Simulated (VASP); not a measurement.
CdS: single point with r2SCAN

The system is CdS.

```xyz
2
Lattice="0.0000 2.9392 2.9392 2.9833 0.0000 2.9392 2.9833 2.9392 0.0000" Properties=species:S:1:pos:R:3 pbc="T T T"
Cd    0.0000    0.0000    0.0000
S     1.4917    1.4696    1.4696
```

This cell differs from its parent crystal: uniaxial x strain +1.5%.

- Program: VASP 6.6.1
- Task: single point
- Functional: r2SCAN
- Potentials or basis: VASP PAW PBE potentials, release 64 (Cd_sv_GW, S)
- Cutoff: 700 eV
- k mesh: 8 × 8 × 8
- Occupations: gaussian, width 0.01 eV
- Spin: no spin polarisation
- Dipole correction: no
- Further INCAR settings: ALGO = Normal; EDIFF = 1e-06; NBANDS = 20

```yaml
Pressure: -1.0 GPa
Band_gap_on_the_k_mesh: 1.49 eV
```

Stress tensor (GPa, compression positive):
```
-1.21  0.00  0.00
 0.00 -0.91  0.00
 0.00  0.00 -0.91
```

Levels at points of the mesh, in eV from the valence-band top:
```
           k point  band 9  band 10  band 11  band 12  band 13  band 14  band 15  band 16  band 17  band 18
(0.00, 0.00, 0.00)   -7.43    -7.43    -0.05     0.00     0.00     1.49     7.08     7.08     7.08    11.70
(0.50, 0.00, 0.00)   -7.39    -7.07    -4.23    -0.75    -0.69     3.40     7.42     7.54     7.75    11.38
(0.50, 0.50, 0.00)   -7.35    -7.00    -3.78    -1.83    -1.80     3.88     4.67     9.62    11.20    11.38
(0.00, 0.50, 0.50)   -7.35    -7.03    -3.87    -1.76    -1.76     3.94     4.79     9.47    11.34    11.34
```

It took 2.5 min on 1 thread of Intel(R) Xeon(R) 6975P-C (Granite Rapids), on a shared host, peak memory 0.29 GiB.

Caveat: the cell differs from its parent crystal (uniaxial x strain +1.5%); the structure was generated, so it needn't be the stable form of CdS; the PAW data sets were made with another functional, which shifts forces and pressure a little.
